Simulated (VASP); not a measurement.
Crystal: CoO.

```
Co O
1.0
     0.00000    2.13150    2.13150
     2.13150    0.00000    2.13150
     2.13150    2.13150    0.00000
Co O
1 1
Direct
  0.00000 0.00000 0.00000
  0.50000 0.50000 0.50000
```

Base run:

| Property | Result |
| --- | --- |
| Program | VASP 6.6.1 |
| Functional | PBE |
| Potentials or basis | VASP PAW PBE potentials, release 64 (Co, O) |
| Cutoff | 520 eV |
| k mesh | 8 × 8 × 8 |
| Occupations | methfessel-paxton, width 0.05 eV |
| Spin | collinear spin, ferromagnetic start |
| Starting moments | [2.0, 0.0] μB |

Its results: pressure -3.2 GPa; net moment 2.84 μB per cell; site moments Co +2.52; O +0.28 μB.

**Question.** The run is repeated on the same cell with these changes: k mesh from 8 × 8 × 8 to 15 × 15 × 15. What comes out?

**Answer.** Pressure -2.2 GPa; net moment 2.95 μB per cell; site moments Co +2.58; O +0.31 μB.

Caveats: a cell with one magnetic atom can't hold antiferromagnetic order, which such compounds often take; the cell stands under tension (at least some runs).
